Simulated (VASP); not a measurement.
A run of VASP 6.6.1:

File INCAR:

```
SYSTEM = CdTe
PREC = Accurate ; ENCUT = 520
EDIFF = 1E-6 ; ISMEAR = 0
SIGMA = 0.01 ; LREAL = .False.
LASPH = .True. ; NELM = 100
ALGO = Normal ; ISIF = 2
LWAVE = .False. ; LCHARG = .True.
LELF = .True. ; LVHAR = .True.
NBANDS = 16
```

File KPOINTS:

```
Automatic mesh
0
Gamma
  8 8 8
  0 0 0
```

The input POSCAR:

```
CdTe
1.0
    0.0000000000      2.8390895645      2.8390895645
    2.8390895645      0.0000000000      2.8390895645
    2.8390895645      2.8390895645      0.0000000000
Cd Te
1 1
Direct
    0.0000000000      0.0000000000      0.0000000000
    0.7500000000      0.7500000000      0.7500000000
```

Potentials or basis: VASP PAW LDA potentials, release 64 (Cd, Te).

Run with:

```sh
$ cat potpaw_LDA.64/Cd/POTCAR potpaw_LDA.64/Te/POTCAR > POTCAR
$ mpirun -np 1 vasp_std > vasp.out
```

Hardware: 1 thread of AMD EPYC 7R13, on a shared host.

Question: How long does it take, and how much memory?

Answer: Wall time 17 s on 1 thread of AMD EPYC 7R13 (shared host), peak memory 0.13 GiB. Counts: scf iterations 12, k points 29.
